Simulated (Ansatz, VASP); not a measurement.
Fe2O3 in VASP and in Ansatz

Contents of INCAR:

```
SYSTEM = Fe2O3
  PREC = Accurate
  ENCUT = 520
  EDIFF = 1E-7
  ISMEAR = -1
  SIGMA = 0.05
  LREAL = .FALSE.
  LASPH = .TRUE.
  NELM = 150
  ALGO = Normal
  ISIF = 2
  LWAVE = .FALSE.
  LCHARG = .FALSE.
  LMAXMIX = 4
  LDAU = .TRUE.
  LDAUTYPE = 2
  LDAUL = 2 -1
  LDAUU = 4 0
  LDAUJ = 0 0
  LDAUPRINT = 1
  GGA = PE
  NBANDS = 45
```

KPOINTS

```
Automatic mesh
0
G
  5 5 5
  0 0 0
```

The input POSCAR:

```
Fe2O3
1.0
    2.5190000000      1.4543453300      4.5906666700
   -2.5190000000      1.4543453300      4.5906666700
    0.0000000000     -2.9086906600      4.5906666700
Fe O
4 6
Direct
    0.3553000000      0.3553000000      0.3553000000
    0.1447000000      0.1447000000      0.1447000000
    0.6447000000      0.6447000000      0.6447000000
    0.8553000000      0.8553000000      0.8553000000
    0.5559000000      0.9441000000      0.2500000000
    0.2500000000      0.5559000000      0.9441000000
    0.9441000000      0.2500000000      0.5559000000
    0.4441000000      0.0559000000      0.7500000000
    0.7500000000      0.4441000000      0.0559000000
    0.0559000000      0.7500000000      0.4441000000
```

Input for Ansatz:

```yaml
crystal:
  lattice:
    - [2.519, 1.45434533, 4.59066667]
    - [-2.519, 1.45434533, 4.59066667]
    - [0.0, -2.90869066, 4.59066667]
  atoms:
    - { symbol: Fe, position: [0.3553, 0.3553, 0.3553] }
    - { symbol: Fe, position: [0.1447, 0.1447, 0.1447] }
    - { symbol: Fe, position: [0.6447, 0.6447, 0.6447] }
    - { symbol: Fe, position: [0.8553, 0.8553, 0.8553] }
    - { symbol: O, position: [0.5559, 0.9441, 0.25] }
    - { symbol: O, position: [0.25, 0.5559, 0.9441] }
    - { symbol: O, position: [0.9441, 0.25, 0.5559] }
    - { symbol: O, position: [0.4441, 0.0559, 0.75] }
    - { symbol: O, position: [0.75, 0.4441, 0.0559] }
    - { symbol: O, position: [0.0559, 0.75, 0.4441] }
  symmetry: { tolerance: 0.0003 }
hamiltonian:
  xc: pbe
  pseudopotentials: { kind: paw, azcp: { folder: soft_1 } }
  hubbard: { sites: [{ species: Fe, l: d, u_eff: 4.0 }] }
basis:
  ecutwfc: 420
magnetization:
  spin_polarized: false
scf:
  occupations: { method: fermi_dirac, width: 0.05 }
kpoints:
  mp_grid: { grid: [5, 5, 5], shift: [0, 0, 0] }
output:
  forces: true
  stress: true
  eigenvalues: true
  write_density: true
  write_potential: true
  elf: true
  volumetric_format: npy
```

Alike in both runs: task single point; functional PBE; k mesh 5 × 5 × 5; occupations fermi-dirac, width 0.05 eV; no spin polarisation; Hubbard terms Fe d U = 4.0 eV.

|  | VASP | Ansatz |
| --- | --- | --- |
| version | VASP 6.6.1 | Ansatz 0.2.0 |
| potentials or method | VASP PAW PBE potentials, release 64 (Fe, O), cutoff 520 eV | PAW plane waves |
| valence electrons in the cell | 68 | 100 |

|  | VASP | Ansatz | Ansatz less VASP |
| --- | --- | --- | --- |
| pressure (GPa) | -21.8 | -22.6 | -0.86 |
| traceless stress, the component that is largest in VASP (GPa) | 0.82 | 1.90 | +1.088 |
| rms of the force components (eV/Å) | 0.275 | 0.308 | +0.0329 |

The programs project onto different local orbitals, so the same U acts differently, and such runs can settle in different states. Atom by atom the forces differ by 0.048 eV/Å (rms over components). VASP's potentials hold 68 valence electrons a cell and Ansatz's 100, so a difference there can come from the potentials and not from the codes. Ansatz's warnings: filled band counts differ across k points.
